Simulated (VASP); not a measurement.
# Co3O2 (P-3m1) in VASP: single point with PBE

Aim: the single point of Co3O2 with PBE.

Program: VASP 6.6.1. These are calculated values, not measurements. Logs are shortened: lines on timing, memory, paths and dates and some standing lists are left out, and cuts for length are marked.

## 1. The cell of the first run

The structure is trigonal, space group P-3m1 (No. 164). The conventional cell has a = 2.755 Å, b = 2.755 Å, c = 7.376 Å, α = 90.00°, β = 90.00°, γ = 120.00°. Within 2.8 Å of Co (site symmetry -3m) lie 6 O at 2.11 Å and 6 Co at 2.75 Å. Within 2.8 Å of Co (site symmetry 3m) lie 3 O at 2.09 Å and 9 Co at 2.47 to 2.75 Å. O (site symmetry 3m) has 6 Co at 2.09 to 2.11 Å and 6 O at 2.75 Å within 2.8 Å.

## 2. Single point, PBE, collinear spin, ferromagnetic start

The input, INCAR:

```
SYSTEM = Co3O2
PREC = Accurate
ENCUT = 520
EDIFF = 1E-6
ISMEAR = 0
SIGMA = 0.1
LREAL = .FALSE.
LASPH = .TRUE.
NELM = 150
ALGO = Fast
ISIF = 2
LWAVE = .FALSE.
LCHARG = .FALSE.
ISPIN = 2
MAGMOM = 2.46 2.46 2.46 0.34 0.34
LORBIT = 11
LMAXMIX = 4
GGA = PE
NBANDS = 32
```

The input, KPOINTS:

```
Automatic mesh
0
G
  18 18 6
  0 0 0
```

The input, POSCAR:

```
Co3O2
1.0
    2.7547478000      0.0000000000      0.0000000000
   -1.3773739000      2.3856815758      0.0000000000
    0.0000000000      0.0000000000      7.3760107351
Co O
3 2
Direct
    0.0000000000      0.0000000000      0.0000000000
    0.3333333333      0.6666666667      0.6279855613
    0.6666666667      0.3333333333      0.3720144387
    0.3333333333      0.6666666667      0.1875601112
    0.6666666667      0.3333333333      0.8124398888
```

Potentials or basis: VASP PAW PBE potentials, release 64 (Co, O).

Command:

```bash
> cat potpaw_PBE.64/Co/POTCAR potpaw_PBE.64/O/POTCAR > POTCAR
> mpirun -np 1 vasp_std > vasp.out
```

OUTCAR:

```text
SYSTEM = Co3O2
   PREC = Accurate
   ENCUT = 520
   EDIFF = 1E-6
   ISMEAR = 0
   LREAL = .FALSE.
   LASPH = .TRUE.
   NELM = 150
   ISIF = 2
   ISPIN = 2
   LORBIT = 11
   GGA = PE

 ion  position               nearest neighbor table
   1  0.000  0.000  0.000-   4 2.11   5 2.11   4 2.11   5 2.11   5 2.11   4 2.11
   2  0.333  0.667  0.628-   5 2.09   5 2.09   5 2.09   3 2.47   3 2.47   3 2.47
   3  0.667  0.333  0.372-   4 2.09   4 2.09   4 2.09   2 2.47   2 2.47   2 2.47
   4  0.333  0.667  0.188-   3 2.09   3 2.09   3 2.09   1 2.11   1 2.11   1 2.11
   5  0.667  0.333  0.812-   2 2.09   2 2.09   2 2.09   1 2.11   1 2.11   1 2.11

  LATTYP: Found a hexagonal cell.
 ALAT       =     2.7547478000
 C/A-ratio  =     2.6775629824

  Lattice vectors:

 A1 = (   2.7547478000,   0.0000000000,   0.0000000000)
 A2 = (  -1.3773739000,   2.3856815758,   0.0000000000)
 A3 = (   0.0000000000,   0.0000000000,   7.3760107351)

Analysis of symmetry for initial positions (statically):
=====================================================================
 Subroutine PRICEL returns:
 Original cell was already a primitive cell.

 Routine SETGRP: Setting up the symmetry group for a
 hexagonal supercell.

 Subroutine GETGRP returns: Found 12 space group operations
 (whereof 12 operations were pure point group operations)
 out of a pool of 24 trial point group operations.

The static configuration has the point symmetry D_3d.

Analysis of symmetry for dynamics (positions and initial velocities):
=====================================================================
 Subroutine PRICEL returns:
 Original cell was already a primitive cell.

 Routine SETGRP: Setting up the symmetry group for a
 hexagonal supercell.

 Subroutine GETGRP returns: Found 12 space group operations
 (whereof 12 operations were pure point group operations)
 out of a pool of 24 trial point group operations.

The dynamic configuration has the point symmetry D_3d.

Analysis of structural, dynamic, and magnetic symmetry:
=====================================================================
 Subroutine PRICEL returns:
 Original cell was already a primitive cell.

 Routine SETGRP: Setting up the symmetry group for a
 hexagonal supercell.

 Subroutine GETGRP returns: Found 12 space group operations
 (whereof 12 operations were pure point group operations)
 out of a pool of 24 trial point group operations.

The overall configuration has the point symmetry D_3d.

[... 134 lines left out ...]
   LRPA    =     F    only Hartree local field effects (RPA)
 spin polarized calculation
 RMM-DIIS sequential band-by-band and
 Gauss-broadening in eV      SIGMA  =   0.10
  energy-cutoff  :      520.00
  volume of cell :       48.47
 maximum number of plane-waves:      1321
   NGX = 11   NGY = 11   NGZ = 27

 number of electron      38.9999992 magnetization       7.4988915

 Free energy of the ion-electron system (eV)
  ---------------------------------------------------
  ext. energy  EPLUGINS =         0.00000000
  ---------------------------------------------------
  free energy    TOTEN  =       -33.00956269 eV

  energy without entropy =      -32.98950228  energy(sigma->0) =      -32.99953248

 E-fermi :   8.7380     XC(G=0): -12.7910

 val. band max:        8.7365208338   @ k =  -0.1111   0.5000   0.3333
 cond. band min:       8.7398370999   @ k =  -0.1111   0.2778   0.3333
 fundamental gap:      0.0033162662
 Fermi energy:         8.7380185172

 spin component 1

 k-point     1 :       0.0000    0.0000    0.0000
  band No.  band energies     occupation
      1     -11.6070      1.00000
      2     -11.1177      1.00000
      3      -0.0634      1.00000
      4       2.3179      1.00000
      5       3.7733      1.00000
      6       3.8029      1.00000
[... 805 lines left out ...]
     30      20.1862      0.00000
     31      21.1825      0.00000

 [... further k-points ...]

 spin component 2

 k-point     1 :       0.0000    0.0000    0.0000
  band No.  band energies     occupation
      1     -11.1001      1.00000
      2     -10.5915      1.00000
      3       0.2616      1.00000
      4       2.9261      1.00000
      5       4.2022      1.00000
      6       5.2856      1.00000
[... 805 lines left out ...]
     30      20.8309      0.00000
     31      21.7126      0.00000

 [... further k-points ...]

 [bands above 31 left out]

------------------------ aborting loop because EDIFF is reached ----------------------------------------

  FORCE on cell =-STRESS in cart. coord.  units (eV):
  Direction    XX          YY          ZZ          XY          YZ          ZX
  --------------------------------------------------------------------------------------
  -------------------------------------------------------------------------------------
  Total       -0.0318035     -0.0318035     -0.2521100      0.0000000     -0.0000000      0.0000000
  in kB       -1.0511607     -1.0511607     -8.3326808      0.0000000     -0.0000000      0.0000000
  external PRESSURE =      -3.4783341 kB  Pullay stress =       0.0000000 kB

 VOLUME and BASIS-vectors are now :
 -----------------------------------------------------------------------------
  energy-cutoff  :      520.00
  volume of cell :       48.47
      direct lattice vectors                 reciprocal lattice vectors
     2.754747800  0.000000000  0.000000000     0.363009637  0.209583712  0.000000000
    -1.377373900  2.385681576  0.000000000     0.000000000  0.419167424  0.000000000
     0.000000000  0.000000000  7.376010735     0.000000000  0.000000000  0.135574640

 POSITION                                       TOTAL-FORCE (eV/Angst)
 -----------------------------------------------------------------------------------
      0.00000      0.00000      0.00000         0.000000      0.000000     -0.000000
     -0.00000      1.59045      4.63203         0.000000     -0.000000      0.040258
      1.37737      0.79523      2.74398        -0.000000      0.000000     -0.040258
     -0.00000      1.59045      1.38345        -0.000000      0.000000      0.005311
      1.37737      0.79523      5.99257         0.000000     -0.000000     -0.005311
 -----------------------------------------------------------------------------------
    total drift:                               -0.000000      0.000000      0.000000

  FREE ENERGIE OF THE ION-ELECTRON SYSTEM (eV)
  ---------------------------------------------------
  free  energy   TOTEN  =       -33.0095626938 eV

  energy  without entropy=      -32.9895022755  energy(sigma->0) =      -32.99953248

 total charge

# of ion       s       p       d       tot
------------------------------------------
    1        0.318   0.391   7.183   7.892
    2        0.385   0.434   7.173   7.992
    3        0.385   0.434   7.173   7.992
    4        1.562   3.428   0.000   4.990
    5        1.562   3.428   0.000   4.990
--------------------------------------------------
tot          4.214   8.114  21.529  33.856

 magnetization (x)

# of ion       s       p       d       tot
------------------------------------------
    1        0.016   0.013   2.451   2.480
    2       -0.000  -0.009   2.188   2.179
    3       -0.000  -0.009   2.188   2.179
    4        0.028   0.276   0.000   0.304
    5        0.028   0.276   0.000   0.304
--------------------------------------------------
tot          0.073   0.547   6.827   7.447
```

OSZICAR:

```text
N       E                     dE             d eps       ncg     rms          rms(c)
DAV:   1     0.329669165366E+03    0.32967E+03   -0.17100E+04 26136   0.153E+03
DAV:   2    -0.226778428364E+01   -0.33194E+03   -0.30277E+03 26784   0.348E+02
[... 13 lines left out ...]
RMM:  16    -0.330096741654E+02   -0.37842E-03   -0.76906E-04 31822   0.187E-01    0.264E-01
RMM:  17    -0.330095900531E+02    0.84112E-04   -0.29151E-04 32558   0.114E-01    0.118E-01
RMM:  18    -0.330095329947E+02    0.57058E-04   -0.64897E-05 34945   0.530E-02    0.640E-02
RMM:  19    -0.330095587669E+02   -0.25772E-04   -0.20697E-05 32540   0.303E-02    0.210E-02
RMM:  20    -0.330095625803E+02   -0.38134E-05   -0.75836E-06 30012   0.160E-02    0.716E-03
RMM:  21    -0.330095626938E+02   -0.11353E-06   -0.17300E-06 19891   0.848E-03
   1 F= -.33009563E+02 E0= -.32999532E+02  d E =-.200604E-01  mag=     7.4989
```

stdout:

```text
POSCAR found type information on POSCAR CoO
 POSCAR found :  2 types and       5 ions
 scaLAPACK will be used
 LDA part: xc-table for (Slater+PW92), standard interpolation
 POSCAR, INCAR and KPOINTS ok, starting setup
 FFT: planning ... GRIDC
 FFT: planning ... GRID_SOFT
 FFT: planning ... GRID
 WAVECAR not read
 entering main loop
WARNING in EDDRMM: call to ZHEGV failed, returncode =   8  4     31
WARNING in EDDRMM: call to ZHEGV failed, returncode =   8  4     31
WARNING in EDDRMM: call to ZHEGV failed, returncode =   6  3     31
WARNING in EDDRMM: call to ZHEGV failed, returncode =   8  4     31
```

Wall time 15 min (1 thread of Oxide Virtual Turin-like, shared host); peak memory 0.47 GiB.

Results:

| Quantity | Value |
| --- | --- |
| Free energy | -33.0096 eV |
| Pressure | -0.3 GPa |
| Largest force | 0.040 eV/Å |
| Net moment | 7.50 μB per cell |
| Site moments | Co +2.48, +2.18 (each value once); O +0.30 μB |
| Valence electrons inside the program's atomic spheres | Co 7.89, 7.99 (each value once); O 4.99 |

Forces on the atoms (eV/Å):
```
Co   0.000  0.000  0.000
Co   0.000  0.000  0.040
Co   0.000  0.000 -0.040
O    0.000  0.000  0.005
O    0.000  0.000 -0.005
```

Levels at points of the mesh, in eV from the Fermi level:
Spin up:
```csv
k point,band 20,band 21,band 22,band 23,band 24,band 25,band 26,band 27
"(0.00, 0.00, 0.00)",-2.12,-1.40,-1.40,-0.31,-0.31,3.78,4.42,10.26
"(0.50, 0.00, 0.00)",-1.59,-1.41,-1.07,-0.18,2.98,3.23,6.42,7.52
"(0.00, 0.00, 0.50)",-2.00,-1.23,-1.23,-0.40,-0.40,2.25,6.80,7.53
"(0.50, 0.00, 0.50)",-1.59,-1.09,-0.61,-0.56,2.34,3.44,7.24,7.41
```
Spin down:
| k point | band 13 | band 14 | band 15 | band 16 | band 17 | band 18 |
| --- | --- | --- | --- | --- | --- | --- |
| (0.00, 0.00, 0.00) | -1.14 | -0.66 | -0.66 | -0.48 | -0.42 | -0.42 |
| (0.50, 0.00, 0.00) | -0.77 | -0.57 | 0.14 | 0.18 | 0.43 | 0.58 |
| (0.00, 0.00, 0.50) | -1.07 | -1.07 | -0.73 | -0.71 | -0.43 | -0.43 |
| (0.50, 0.00, 0.50) | -0.85 | -0.66 | 0.23 | 0.44 | 0.47 | 0.47 |
